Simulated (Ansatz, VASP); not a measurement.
## One calculation of Sb, two programs

File INCAR:

```
  ALGO = Normal
  EDIFF = 1E-6
  ENCUT = 500
  GGA = CA
  GGA_COMPAT = False
  ISIF = 2
  ISMEAR = -1
  LASPH = True
  LCHARG = False
  LREAL = False
  LWAVE = False
  NBANDS = 8
  NELM = 120
  PREC = Accurate
  SIGMA = 0.05
```

The input KPOINTS:

```
k-points
0
Gamma
  12 12 12
```

POSCAR

```
Sb
1.0
    0.0000000000      2.2738475325      2.2738475325
    2.2738475325      0.0000000000      2.2738475325
    2.2738475325      2.2738475325      0.0000000000
Sb
1
Direct
    0.0000000000      0.0000000000      0.0000000000
```

Input for Ansatz:

```yaml
crystal:
  lattice:
    - [0.0, 2.2738475325, 2.2738475325]
    - [2.2738475325, 0.0, 2.2738475325]
    - [2.2738475325, 2.2738475325, 0.0]
  atoms:
    - { symbol: Sb, position: [0.0, 0.0, 0.0] }
kpoints:
  mp_grid: { grid: [12, 12, 12] }
scf:
  occupations: { method: fermi_dirac, width: 0.05 }
hamiltonian:
  xc: lda
  pseudopotentials: { kind: all_electron, lapw: { basis_error: 0.001 } }
output:
  forces: true
  stress: true
  eigenvalues: true
```

Change from the starting cell: functional lda, volume scaled by 0.96.

Alike in both runs: task single point; functional LDA; k mesh 12 × 12 × 12; occupations fermi-dirac, width 0.05 eV; no spin polarisation.

|  | VASP | Ansatz |
| --- | --- | --- |
| version | VASP 6.6.1 | Ansatz 0.2.0 |
| potentials or method | VASP PAW LDA potentials, release 64 (Sb), cutoff 500 eV | all-electron LAPW, scalar-relativistic |

VASP gave:

- pressure (GPa): 7.9

Problem. What did Ansatz give for the same quantities?

Solution. Pressure (GPa): 7.6.

LDA's correlation is that of Perdew and Zunger in VASP and of Perdew and Wang (1992) in Ansatz. Ansatz ran all-electron here, and VASP with PAW potentials.

Neither program's run includes spin-orbit coupling.
